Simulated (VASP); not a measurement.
# Nb (Im-3m) in VASP: notebook

Nb is run at these levels: LDA; tasks: single point, relaxation of cell and atoms.

All numbers are computed with VASP 6.6.1; they aren't measurements. Logs are shortened: lines on timing, memory, paths and dates and some standing lists are left out, and cuts for length are marked.

### 1 The cell of the first run

Symmetry: Im-3m, No. 229, cubic system. Conventional cell: a = 3.253 Å, b = 3.253 Å, c = 3.253 Å, α = 90.00°, β = 90.00°, γ = 90.00°. Within 3.7 Å of Nb (site symmetry m-3m) lie 14 Nb at 2.82 to 3.25 Å.

### 2 Single point, LDA

INCAR reads:

```
SYSTEM = Nb
  PREC = Accurate
  ENCUT = 520
  EDIFF = 1E-6
  ISMEAR = 0
  SIGMA = 0.1
  LREAL = .False.
  LASPH = .True.
  NELM = 100
  ALGO = Normal
  ISIF = 2
  LWAVE = .False.
  LCHARG = .True.
  GGA = CA
  LELF = .True.
  LVHAR = .True.
  NBANDS = 12
```

KPOINTS reads:

```
regular mesh
0
Gamma
  8 8 8
  0 0 0
```

POSCAR reads:

```
Nb
1.0
   -1.6265958826      1.6265958826      1.6265958826
    1.6265958826     -1.6265958826      1.6265958826
    1.6265958826      1.6265958826     -1.6265958826
Nb
1
Direct
    0.0000000000      0.0000000000      0.0000000000
```

Potentials or basis: VASP PAW LDA potentials, release 64 (Nb_sv).

Command:

```console
cat potpaw_LDA.64/Nb_sv/POTCAR > POTCAR
mpirun -np 1 vasp_std > vasp.out
```

OUTCAR:

```text
SYSTEM = Nb
   PREC = Accurate
   ENCUT = 520
   EDIFF = 1E-6
   ISMEAR = 0
   LREAL = .False.
   LASPH = .True.
   NELM = 100
   ISIF = 2
   GGA = CA

 ion  position               nearest neighbor table
   1  0.000  0.000  0.000-

  LATTYP: Found a body centered cubic cell.
 ALAT       =     3.2531917652

  Lattice vectors:

 A1 = (  -1.6265958826,   1.6265958826,   1.6265958826)
 A2 = (   1.6265958826,  -1.6265958826,   1.6265958826)
 A3 = (   1.6265958826,   1.6265958826,  -1.6265958826)

Analysis of symmetry for initial positions (statically):
=====================================================================
 Subroutine PRICEL returns:
 Original cell was already a primitive cell.

 Routine SETGRP: Setting up the symmetry group for a
 body centered cubic supercell.

 Subroutine GETGRP returns: Found 48 space group operations
 (whereof 48 operations were pure point group operations)
 out of a pool of 48 trial point group operations.

The static configuration has the point symmetry O_h .

Analysis of symmetry for dynamics (positions and initial velocities):
=====================================================================
 Subroutine PRICEL returns:
 Original cell was already a primitive cell.

 Routine SETGRP: Setting up the symmetry group for a
 body centered cubic supercell.

 Subroutine GETGRP returns: Found 48 space group operations
 (whereof 48 operations were pure point group operations)
 out of a pool of 48 trial point group operations.

The dynamic configuration has the point symmetry O_h .

 Subroutine INISYM returns: Found 48 space group operations
 (whereof 48 operations are pure point group operations),
 and found     1 'primitive' translations

----------------------------------------------------------------------------------------

                                     Primitive cell

  volume of cell :      17.2147

  direct lattice vectors                    reciprocal lattice vectors
    -1.626595883  1.626595883  1.626595883     0.000000000  0.307390425  0.307390425
     1.626595883 -1.626595883  1.626595883     0.307390425  0.000000000  0.307390425
     1.626595883  1.626595883 -1.626595883     0.307390425  0.307390425  0.000000000

  length of vectors
     2.817346712  2.817346712  2.817346712     0.434715708  0.434715708  0.434715708

  position of ions in fractional coordinates (direct lattice)
     0.000000000  0.000000000  0.000000000

  ion indices of the primitive-cell ions
   primitive index   ion index
                 1           1

----------------------------------------------------------------------------------------

 KPOINTS: regular mesh

Automatic generation of k-mesh.
 Grid dimensions read from file:
 generate k-points for:    8    8    8

 Generating k-lattice:

  Cartesian coordinates                     Fractional coordinates (reciprocal lattice)
     0.000000000  0.038423803  0.038423803     0.125000000  0.000000000  0.000000000
     0.038423803  0.000000000  0.038423803     0.000000000  0.125000000  0.000000000
     0.038423803  0.038423803  0.000000000     0.000000000  0.000000000  0.125000000

  Length of vectors
     0.054339464  0.054339464  0.054339464

  Shift w.r.t. Gamma in fractional coordinates (k-lattice)
     0.000000000  0.000000000  0.000000000

 Subroutine IBZKPT returns following result:
 ===========================================

 Found     29 irreducible k-points:

 Following reciprocal coordinates:
            Coordinates               Weight
  0.000000  0.000000  0.000000      1.000000
  0.125000  0.000000  0.000000     12.000000
  0.250000  0.000000  0.000000     12.000000
  0.375000  0.000000  0.000000     12.000000
  0.500000  0.000000  0.000000      6.000000
  0.125000  0.125000  0.000000     24.000000
[... 16 lines left out ...]
 -0.250000  0.250000  0.250000      6.000000
 -0.375000  0.375000  0.250000     24.000000
 [... further k-points ...]
   k-points           NKPTS =     29   k-points in BZ     NKDIM =     29   number of bands    NBANDS=     12
   number of dos      NEDOS =    301   number of ions     NIONS =      1
   total plane-waves  NPLWV =  13824
   dimension x,y,z NGX =    24 NGY =   24 NGZ =   24
   dimension x,y,z NGXF=    48 NGYF=   48 NGZF=   48
   ions per type =               1
   NGX,Y,Z   is equivalent  to a cutoff of  14.16, 14.16, 14.16 a.u.
   NGXF,Y,Z  is equivalent  to a cutoff of  28.32, 28.32, 28.32 a.u.
 SYSTEM =  Nb
   PREC   = accura    normal or accurate (medium, high low for compatibility)
   ISTART =      0    job   : 0-new  1-cont  2-samecut
   ICHARG =      2    charge: 1-file 2-atom 10-const
   ISPIN  =      1    spin polarized calculation?
   LNONCOLLINEAR =      F non collinear calculations
   LSORBIT =      F    spin-orbit coupling
   LASPH  =      T    aspherical Exc in radial PAW
   ENCUT  =  520.0 eV  38.22 Ry    6.18 a.u.   5.24  5.24  5.24*2*pi/ulx,y,z
   NELM   =    100;   NELMIN=  2; NELMDL= -5     # of ELM steps
   EDIFF  = 0.1E-05   stopping-criterion for ELM
   LREAL  =      F    real-space projection
   EDIFFG = 0.1E-04   stopping-criterion for IOM
   NSW    =      0    number of steps for IOM
   IBRION =     -1    ionic relax: 0-MD 1-quasi-New 2-CG
   NFREE  =      0    steps in history (QN), initial steepest desc. (CG)
   ISIF   =      2    stress and relaxation
   ISYM   =      2    0-nonsym 1-usesym 2-fastsym
   POTIM  = 0.5000    time-step for ionic-motion
   TEBEG  =    0.0;   TEEND  =   0.0 temperature during run
   PSTRESS=    0.0 pullay stress
   NELECT =      13.0000    total number of electrons
   NUPDOWN=      -1.0000    fix difference up-down
   EMIN   =  10.00;   EMAX   =-10.00  energy-range for DOS
   EFERMI =   0.00;   METHOD = LEGACY
   ISMEAR =     0;   SIGMA  =   0.10  broadening in eV -4-tet -1-fermi 0-gaus
   EFERMI_NEDOS =   21; number of points for ismear=-14 and -15
   IALGO  =     38    algorithm
   IMIX   =      4    mixing-type and parameters
     AMIX     =   0.40;   BMIX     =  1.00
     AMIX_MAG =   1.60;   BMIX_MAG =  1.00
  volume/ion in A,a.u.               =      17.21       116.17
  Fermi-wavevector in a.u.,A,eV,Ry     =   1.490812  2.817227 30.239236  2.222521
  Thomas-Fermi vector in A             =   2.603547
   LORBIT       =      0    0 simple, 1 ext, 2 COOP (PROOUT), +10 PAW based schemes
   GGA     = CA    functional components
   LHFCALC =     F    Hartree Fock is set to
   AEXX    =    0.0000 exact exchange contribution
   IVDW    =     0    specifies the selected vdW correction
   LEPSILON=     F    determine dielectric tensor
   LRPA    =     F    only Hartree local field effects (RPA)
 non-spin polarized calculation
 Gauss-broadening in eV      SIGMA  =   0.10
  energy-cutoff  :      520.00
  volume of cell :       17.21
 maximum number of plane-waves:       476
 NGX is ok and might be reduce to    24
   NGX = 11   NGY = 11   NGZ = 11

 number of electron      13.0000001 magnetization

 Free energy of the ion-electron system (eV)
  ---------------------------------------------------
  ext. energy  EPLUGINS =         0.00000000
  ---------------------------------------------------
  free energy    TOTEN  =       -11.27950351 eV

  energy without entropy =      -11.27235836  energy(sigma->0) =      -11.27593093

 E-fermi :  11.4960     XC(G=0): -12.9536

 val. band max:       11.4889506594   @ k =   0.3750   0.2500   0.0000
 cond. band min:      11.5089265784   @ k =   0.2500   0.0000   0.0000
 fundamental gap:      0.0199759190
 Fermi energy:        11.4960253649

 k-point     1 :       0.0000    0.0000    0.0000
  band No.  band energies     occupation
      1     -42.4153      2.00000
      2     -17.7558      2.00000
      3     -17.7558      2.00000
      4     -17.7558      2.00000
      5       5.6336      2.00000
      6      11.9385      0.00000
      7      11.9385      0.00000
      8      11.9385      0.00000
      9      14.9987      0.00000
     10      14.9987      0.00000
     11      25.9980      0.00000
     12      25.9980      0.00000

 k-point     2 :       0.1250    0.0000    0.0000
  band No.  band energies     occupation
      1     -42.3723      2.00000
      2     -18.0052      2.00000
      3     -17.8311      2.00000
      4     -17.7582      2.00000
      5       6.2856      2.00000
      6      11.5448      0.49059
      7      11.8063      0.00001
      8      12.5888      0.00000
      9      14.5112      0.00000
     10      15.0082      0.00000
     11      26.4823      0.00000
     12      27.1418      0.00000

 k-point     3 :       0.2500    0.0000    0.0000
  band No.  band energies     occupation
      1     -42.2670      2.00000
      2     -18.5794      2.00000
      3     -18.0087      2.00000
      4     -17.7642      2.00000
      5       7.6148      2.00000
      6      10.7321      2.00000
      7      11.5089      0.85523
      8      14.4081      0.00000
      9      14.4600      0.00000
     10      15.1584      0.00000
     11      26.2719      0.00000
     12      28.1554      0.00000
[... 286 lines left out ...]
 k-point    23 :      -0.2500    0.2500    0.2500
  band No.  band energies     occupation
      1     -42.1407      2.00000
      2     -18.6130      2.00000
      3     -18.2851      2.00000
      4     -18.2851      2.00000
      5       9.1581      2.00000
      6      10.3772      2.00000
      7      12.5968      0.00000
      8      12.5968      0.00000
      9      14.2118      0.00000
     10      16.6060      0.00000
     11      26.6232      0.00000
     12      30.4821      0.00000

 k-point    24 :      -0.3750    0.3750    0.2500
  band No.  band energies     occupation
      1     -42.0495      2.00000
      2     -18.9287      2.00000
      3     -18.4724      2.00000
      4     -18.3348      2.00000
      5       9.0988      2.00000
      6       9.6551      2.00000
      7      12.5914      0.00000
      8      13.3909      0.00000
      9      16.3147      0.00000
     10      17.7891      0.00000
     11      26.0156      0.00000
     12      27.9533      0.00000

 [... further k-points ...]
[... 5 lines left out ...]
  --------------------------------------------------------------------------------------
  -------------------------------------------------------------------------------------
  Total       -0.0159596     -0.0159596     -0.0159596     -0.0000000      0.0000000     -0.0000000
  in kB       -1.4853660     -1.4853660     -1.4853660     -0.0000000      0.0000000     -0.0000000
  external PRESSURE =      -1.4853660 kB  Pullay stress =       0.0000000 kB

 VOLUME and BASIS-vectors are now :
 -----------------------------------------------------------------------------
  energy-cutoff  :      520.00
  volume of cell :       17.21
      direct lattice vectors                 reciprocal lattice vectors
    -1.626595883  1.626595883  1.626595883     0.000000000  0.307390425  0.307390425
     1.626595883 -1.626595883  1.626595883     0.307390425  0.000000000  0.307390425
     1.626595883  1.626595883 -1.626595883     0.307390425  0.307390425  0.000000000

 POSITION                                       TOTAL-FORCE (eV/Angst)
 -----------------------------------------------------------------------------------
      0.00000      0.00000      0.00000         0.000000     -0.000000     -0.000000
 -----------------------------------------------------------------------------------
    total drift:                               -0.000000      0.000000      0.000000

  FREE ENERGIE OF THE ION-ELECTRON SYSTEM (eV)
  ---------------------------------------------------
  free  energy   TOTEN  =       -11.2795035094 eV

  energy  without entropy=      -11.2723583570  energy(sigma->0) =      -11.27593093
```

Run time: 5.9 s. Hardware: 1 thread of Intel Xeon 8259CL, shared host; peak memory 0.13 GiB.

Results:

```
Free energy            : -11.2795 eV
Pressure               : -0.1 GPa
Band gap on the k mesh : zero (an odd number of electrons rules out a gap without spin polarisation)
```

### 3 Relaxation of cell and atoms, LDA

This run uses another cell than the first one, of 18.26 Å³/atom.

INCAR reads:

```
SYSTEM = Nb
ALGO = Normal
EDIFF = 1E-7
EDIFFG = -0.05
ENCUT = 600
IBRION = 2
ISIF = 3
ISMEAR = 0
LASPH = .TRUE.
LCHARG = .FALSE.
LREAL = .FALSE.
LWAVE = .FALSE.
NELM = 80
NSW = 100
PREC = Accurate
SIGMA = 0.1
```

KPOINTS reads:

```
k-points
0
G
  8 8 8
  0 0 0
```

POSCAR reads:

```
Nb
1.0
   -1.6588161900      1.6588161900      1.6588161900
    1.6588161900     -1.6588161900      1.6588161900
    1.6588161900      1.6588161900     -1.6588161900
Nb
1
Direct
    0.0000000000      0.0000000000      0.0000000000
```

Potentials or basis: VASP PAW LDA potentials, release 64 (Nb_sv).

Command:

```console
cat potpaw_LDA.64/Nb_sv/POTCAR > POTCAR
mpirun -np 1 vasp_std > vasp.out
```

It took 16 s on 1 thread of Intel Xeon 8259CL, shared host; peak memory 0.14 GiB.

It converged, with:

```yaml
Free_energy: -11.2801 eV
Relaxed_volume: 17.25 Å³/atom
Relaxed_cell: a = 2.819 Å, b = 2.819 Å, c = 2.819 Å, α = 109.47°, β = 109.47°, γ = 109.47°
Space_group_after_relaxing_to_0.1_Å: Im-3m (No. 229)
Energy_gained_by_relaxing: 36.1 meV/atom
Ionic_steps: 3
Pressure_after_relaxing: -0.5 GPa
Band_gap_on_the_k_mesh: zero (an odd number of electrons rules out a gap without spin polarisation)
```

The path:
```csv
step,energy change (eV),largest force (eV/Å),pressure (GPa),volume (Å³)
1,0.0000,0.0000,-10.52,18.26
2,0.1283,0.0000,30.03,15.27
3,-0.0361,0.0000,-0.45,17.25
```

Final structure:
```
Nb
1.0
    -1.62761    1.62761    1.62761
     1.62761   -1.62761    1.62761
     1.62761    1.62761   -1.62761
Nb
1
Direct
  0.00000 0.00000 0.00000
```

Levels at points of the mesh, in eV from the Fermi level:
```tsv
k point	band 2	band 3	band 4	band 5	band 6	band 7	band 8	band 9	band 10
(0.00, 0.00, 0.00)	-29.26	-29.26	-29.26	-5.86	0.44	0.44	0.44	3.50	3.50
(0.50, 0.00, 0.00)	-30.83	-29.75	-29.28	-3.79	-1.69	2.71	3.55	4.27	6.87
(0.50, 0.50, 0.50)	-30.33	-30.33	-30.33	-3.86	-3.86	6.03	6.03	6.03	9.59
```

### 4 Single point, LDA

This run uses another cell than the first one, of 17.17 Å³/atom.

INCAR reads:

```
PREC     = Accurate       # precision mode
ENCUT    = 520            # plane-wave cutoff, eV
EDIFF    = 1E-6           # SCF threshold, eV
ISMEAR   = -1             # smearing method
SIGMA    = 0.15           # smearing width, eV
LREAL    = False          # projectors in reciprocal space
LASPH    = True           # aspherical terms in the spheres
NELM     = 60             # most SCF steps
ALGO     = Normal         # electronic algorithm
ISIF     = 2              # what is computed and relaxed
LWAVE    = False          # write WAVECAR
LCHARG   = True           # write CHGCAR
LELF     = True           # ELF
LVHAR    = True         
NBANDS   = 12             # bands
```

KPOINTS reads:

```
Automatic mesh
0
Gamma
  18 18 18
```

POSCAR reads:

```
Nb
1.0
   -1.6252468511      1.6252468511      1.6252468511
    1.6252468511     -1.6252468511      1.6252468511
    1.6252468511      1.6252468511     -1.6252468511
Nb
1
Direct
    0.0000000000      0.0000000000      0.0000000000
```

Potentials or basis: VASP PAW LDA potentials, release 64 (Nb_sv).

Command:

```console
cat potpaw_LDA.64/Nb_sv/POTCAR > POTCAR
mpirun -np 1 vasp_std > vasp.out
```

OUTCAR:

```text
PREC = Accurate
   ENCUT = 520
   EDIFF = 1E-6
   ISMEAR = -1
   LREAL = False
   LASPH = True
   NELM = 60
   ISIF = 2

 ion  position               nearest neighbor table
   1  0.000  0.000  0.000-

  LATTYP: Found a body centered cubic cell.
 ALAT       =     3.2504937022

  Lattice vectors:

 A1 = (  -1.6252468511,   1.6252468511,   1.6252468511)
 A2 = (   1.6252468511,  -1.6252468511,   1.6252468511)
 A3 = (   1.6252468511,   1.6252468511,  -1.6252468511)

[... 527 lines left out ...]
      2     -19.1711      2.00000
      3     -18.2202      2.00000
      4     -17.7598      2.00000
      5       8.1572      2.00000
      6       9.9982      1.99998
      7      12.9647      0.00047
      8      14.9703      0.00000
      9      16.1428      0.00000
     10      18.8427      0.00000
     11      24.0977      0.00000
     12      24.6791      0.00000

 [... further k-points ...]
[... 5 lines left out ...]
  --------------------------------------------------------------------------------------
  -------------------------------------------------------------------------------------
  Total       -0.0166979     -0.0166979     -0.0166979      0.0000000      0.0000000     -0.0000000
  in kB       -1.5579487     -1.5579487     -1.5579487      0.0000000      0.0000000     -0.0000000
  external PRESSURE =      -1.5579487 kB  Pullay stress =       0.0000000 kB

 VOLUME and BASIS-vectors are now :
 -----------------------------------------------------------------------------
  energy-cutoff  :      520.00
  volume of cell :       17.17
      direct lattice vectors                 reciprocal lattice vectors
    -1.625246851  1.625246851  1.625246851     0.000000000  0.307645574  0.307645574
     1.625246851 -1.625246851  1.625246851     0.307645574  0.000000000  0.307645574
     1.625246851  1.625246851 -1.625246851     0.307645574  0.307645574  0.000000000

 POSITION                                       TOTAL-FORCE (eV/Angst)
 -----------------------------------------------------------------------------------
      0.00000      0.00000      0.00000         0.000000      0.000000     -0.000000
 -----------------------------------------------------------------------------------
    total drift:                                0.000000      0.000000      0.000000

  FREE ENERGIE OF THE ION-ELECTRON SYSTEM (eV)
  ---------------------------------------------------
  free  energy   TOTEN  =       -11.3073607660 eV

  energy  without entropy=      -11.2109952616  energy(sigma->0) =      -11.25917801
```

OSZICAR:

```text
N       E                     dE             d eps       ncg     rms          rms(c)
DAV:   1     0.123011835238E+03    0.12301E+03   -0.72076E+03  4696   0.109E+03
DAV:   2    -0.618753973674E+01   -0.12920E+03   -0.12410E+03  5128   0.414E+02
DAV:   3    -0.114344185385E+02   -0.52469E+01   -0.49485E+01  7032   0.748E+01
DAV:   4    -0.117149450078E+02   -0.28053E+00   -0.27871E+00  6688   0.146E+01
DAV:   5    -0.117251811347E+02   -0.10236E-01   -0.10231E-01  7028   0.246E+00    0.758E+00
DAV:   6    -0.113499315581E+02    0.37525E+00   -0.56017E-01  7668   0.985E+00    0.271E+00
DAV:   7    -0.113040408094E+02    0.45891E-01   -0.16190E-01  7760   0.515E+00    0.865E-01
DAV:   8    -0.113073053230E+02   -0.32645E-02   -0.11190E-02  5724   0.134E+00    0.344E-02
DAV:   9    -0.113073562726E+02   -0.50950E-04   -0.81107E-04  7808   0.294E-01    0.353E-02
DAV:  10    -0.113073633779E+02   -0.71053E-05   -0.15041E-05  5880   0.399E-02    0.209E-02
DAV:  11    -0.113073608119E+02    0.25660E-05   -0.78262E-06  6028   0.499E-02    0.358E-03
DAV:  12    -0.113073607660E+02    0.45918E-07   -0.14698E-07  3364   0.543E-03
   1 F= -.11307361E+02 E0= -.11259178E+02  d E =-.963655E-01
```

Run time: 37 s. Hardware: 1 thread of Intel Xeon 8259CL, shared host; peak memory 0.16 GiB.

What came out:

```yaml
Free_energy: -11.3074 eV
Pressure: -0.2 GPa
Band_gap_on_the_k_mesh: zero (an odd number of electrons rules out a gap without spin polarisation)
```

[end of part 1 of 2]
